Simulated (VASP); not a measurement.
Runs of VASP 6.6.1 on Rh. The structure is that of space group Fm-3m (No. 225), or close to it. The cells are those of the table. 

```csv
task,cell,k mesh,cutoff (eV),gap on the mesh (eV),pressure (GPa)
single point,"a = 2.674 Å, angles 60.0°, 1 atom",18 × 18 × 18,520,none,(a)
single point,"a = 2.259 Å, angles 60.0°, 1 atom",21 × 21 × 21,520,none,516.3
relaxation of cell and atoms,"relaxed to 510 GPa from a = 2.258 Å, angles 60.0°, 1 atom",21 × 21 × 21,600,none,510.0
single point,"a = 2.258 Å, angles 60.0°, 1 atom",21 × 21 × 21,520,none,518.7
relaxation of cell and atoms,"relaxed to 510 GPa from a = 2.259 Å, angles 60.0°, 1 atom",21 × 21 × 21,600,none,510.0
relaxation of cell and atoms,"relaxed from a = 2.673 Å, angles 60.0°, 1 atom",18 × 18 × 18,600,none,0.0
```

Alike in all rows: level PBEsol; potentials or basis VASP PAW PBE potentials, release 64 (Rh_pv); no spin polarisation; smearing fermi-dirac 0.1 eV.

**Question.** Fill in the values left out.

**Answer.** (a) -0.1.

Caveats: the PAW data sets were made with another functional, which shifts forces and pressure a little; the cell is relaxed towards a set pressure, so the enthalpy falls and the energy may rise (some runs).

A k mesh can miss the band edges, and the runs leave out spin-orbit coupling on Rh.

A gap of «none» marks levels without a gap at the run's occupations.
